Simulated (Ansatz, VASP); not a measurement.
One calculation of TaN, two programs

```
Ta N
1.0
     5.20509    0.00000    0.00000
    -2.60254    4.50774    0.00000
     0.00000    0.00000    2.90359
Ta N
3 3
Direct
  0.00000 0.00000 0.00000
  0.33333 0.66667 0.50000
  0.66667 0.33333 0.50000
  0.50000 0.00000 0.00000
  0.50000 0.50000 0.00000
  0.00000 0.50000 0.00000
```

Alike in both runs: functional PBEsol; k mesh 12 × 12 × 12; occupations gaussian, width 0.1 eV; no spin polarisation.

Ansatz relaxed the structure, and its values are those at the end. VASP's run is a single point on that final structure, the one shown.

```csv
,VASP,Ansatz
version,VASP 6.6.1,Ansatz 0.2.0
potentials or method,"VASP PAW PBE potentials, release 64 (Ta_pv, N), cutoff 520 eV","scalar-relativistic, plane waves, PAW"
valence electrons in the cell,48,54
```

|  | VASP | Ansatz | Ansatz less VASP |
| --- | --- | --- | --- |
| gap on the k mesh at the Fermi level (eV) | none | none | - |
| pressure (GPa) | 0.9 | 0.0 | -0.91 |

VASP's potentials were made for PBE, not for PBEsol. A gap of «none» marks a metal or a gap that the smearing closes. With one functional, cell and mesh, what is left measures potentials, basis and numerics. VASP's potentials hold 48 valence electrons a cell and Ansatz's 54, so a difference there can come from the potentials and not from the codes.

Spin-orbit coupling is off throughout.
